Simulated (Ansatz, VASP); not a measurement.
# Cs2TaHgF6 in VASP and in Ansatz

```
CELL_PARAMETERS angstrom
0.00000 5.03504 5.03504
5.03504 0.00000 5.03504
5.03504 5.03504 0.00000
ATOMIC_POSITIONS crystal
Cs 0.75000 0.75000 0.75000
Cs 0.25000 0.25000 0.25000
Ta 0.00000 0.00000 0.00000
Hg 0.50000 0.50000 0.50000
F 0.80146 0.19854 0.19854
F 0.19854 0.19854 0.80146
F 0.19854 0.80146 0.80146
F 0.19854 0.80146 0.19854
F 0.80146 0.19854 0.80146
F 0.80146 0.80146 0.19854
```

Alike in both runs: task single point; functional LDA; k mesh 4 × 4 × 4; occupations gaussian, width 0.15 eV; collinear spin.

```csv
,VASP,Ansatz
version,VASP 6.6.1,Ansatz 0.2.0
potentials or method,"VASP PAW LDA potentials, release 64 (Cs_sv, Ta_pv, Hg, F), cutoff 520 eV","plane waves, PAW"
valence electrons in the cell,83,93
```

|  | VASP | Ansatz | Ansatz less VASP |
| --- | --- | --- | --- |
| gap on the k mesh at the Fermi level (eV) | none | none | - |
| pressure (GPa) | -3.9 | -4.1 | -0.17 |
| net moment per atom (μB) | 0.10 | 0.10 | 0.000 |
| size of the moment on the site where the two differ most (μB) | 0.71 | 0.39 | -0.322 |

LDA's correlation is that of Perdew and Zunger in VASP and of Perdew and Wang (1992) in Ansatz. Site moments also hang on the region over which each program counts them. A gap of «none» marks a metal or a gap that the smearing closes. VASP's potentials hold 83 valence electrons a cell and Ansatz's 93, so a difference there can come from the potentials and not from the codes. Ansatz's warnings: moment headroom below auto.

Neither program's run includes spin-orbit coupling.
